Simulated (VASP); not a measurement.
A run of VASP 6.6.1:

File INCAR:

```
  ALGO = Fast
  EDIFF = 1E-6
  ENCUT = 520
  GGA = PS
  ISIF = 2
  ISMEAR = 0
  LASPH = True
  LCHARG = True
  LELF = True
  LREAL = False
  LVHAR = True
  LWAVE = False
  NBANDS = 17
  NELM = 80
  PREC = Accurate
  SIGMA = 0.15
```

The input KPOINTS:

```
k-points
0
Gamma
  18 18 10
```

POSCAR

```
Hf
1.0
    3.1487480463      0.0000000000      0.0000000000
   -1.5743740232      2.7268957982      0.0000000000
    0.0000000000      0.0000000000      5.0578000000
Hf
2
Direct
    0.3333333333      0.6666666667      0.2500000000
    0.6666666667      0.3333333333      0.7500000000
```

Potentials or basis: VASP PAW PBE potentials, release 64 (Hf_pv).

Run with:

```bash
$ cat potpaw_PBE.64/Hf_pv/POTCAR > POTCAR
$ mpirun -np 1 vasp_std > vasp.out
```

Hardware: 1 thread of Intel(R) Xeon(R) 6975P-C (Granite Rapids), on a shared host.

Task: How long does it take, and how much memory?

Result: Wall time 56 s on 1 thread of Intel(R) Xeon(R) 6975P-C (Granite Rapids), with other jobs on the host, peak memory 0.26 GiB. Counts: scf iterations 15, k points 222.
